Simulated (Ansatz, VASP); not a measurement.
## One calculation of Te, two programs

INCAR

```
SYSTEM = Te
PREC = Accurate
ENCUT = 520
EDIFF = 1E-7
ISMEAR = -1
SIGMA = 0.08
LREAL = .False.
LASPH = .True.
NELM = 100
ALGO = Normal
ISIF = 2
LWAVE = .False.
LCHARG = .True.
LELF = .True.
LVHAR = .True.
NBANDS = 16
```

Contents of KPOINTS:

```
regular mesh
0
Gamma
  9 9 6
  0 0 0
```

The input POSCAR:

```
Te
1.0
    4.4579994587      0.0000000000      0.0000000000
   -2.2289997294      3.8607407813      0.0000000000
    0.0000000000      0.0000000000      5.7472500000
Te
3
Direct
    0.7450000000      0.0000000000      0.3333333333
    0.0000000000      0.7450000000      0.6666666667
    0.2550000000      0.2550000000      0.0000000000
```

Input for Ansatz:

```yaml
crystal:
  lattice:
    - [4.4579994587, 0.0, 0.0]
    - [-2.2289997294, 3.8607407813, 0.0]
    - [0.0, 0.0, 5.74725]
  atoms:
    - { symbol: Te, position: [0.745, 0.0, 0.3333333333] }
    - { symbol: Te, position: [0.0, 0.745, 0.6666666667] }
    - { symbol: Te, position: [0.255, 0.255, 0.0] }
kpoints:
  mp_grid: { grid: [9, 9, 6] }
  band_path:
    path:
      - [0.0, 0.0, 0.0]
      - [0.5, 0.0, 0.0]
      - [0.3333333333, 0.3333333333, 0.0]
      - [0.0, 0.0, 0.0]
      - [0.0, 0.0, 0.5]
      - [0.5, 0.0, 0.5]
      - [0.3333333333, 0.3333333333, 0.5]
      - [0.0, 0.0, 0.5]
      - [0.5, 0.0, 0.5]
    npoints: 5
scf:
  occupations: { method: fermi_dirac, width: 0.08 }
hamiltonian:
  xc: lda
  pseudopotentials: { kind: all_electron, lapw: { basis_error: 0.0005 } }
output:
  forces: true
  stress: true
  eigenvalues: true
```

Change from the starting cell: zz strain of -3 %.

Alike in both runs: task single point; functional LDA; k mesh 9 × 9 × 6; occupations fermi-dirac, width 0.08 eV; no spin polarisation.

```csv
,VASP,Ansatz
version,VASP 6.6.1,Ansatz 0.2.0
potentials or method,"VASP PAW LDA potentials, release 64 (Te), cutoff 520 eV","all-electron LAPW, scalar-relativistic"
```

```csv
,VASP,Ansatz,Ansatz less VASP
pressure (GPa),2.1,1.9,-0.18
"traceless stress, the component that is largest in VASP (GPa)",1.66,1.55,-0.105
rms of the force components (eV/Å),0.472,0.442,-0.0303
```

LDA's correlation is that of Perdew and Zunger in VASP and of Perdew and Wang (1992) in Ansatz. Atom by atom the forces differ by 0.030 eV/Å (rms over components). Ansatz ran all-electron here, and VASP with PAW potentials.

Neither program's run includes spin-orbit coupling.
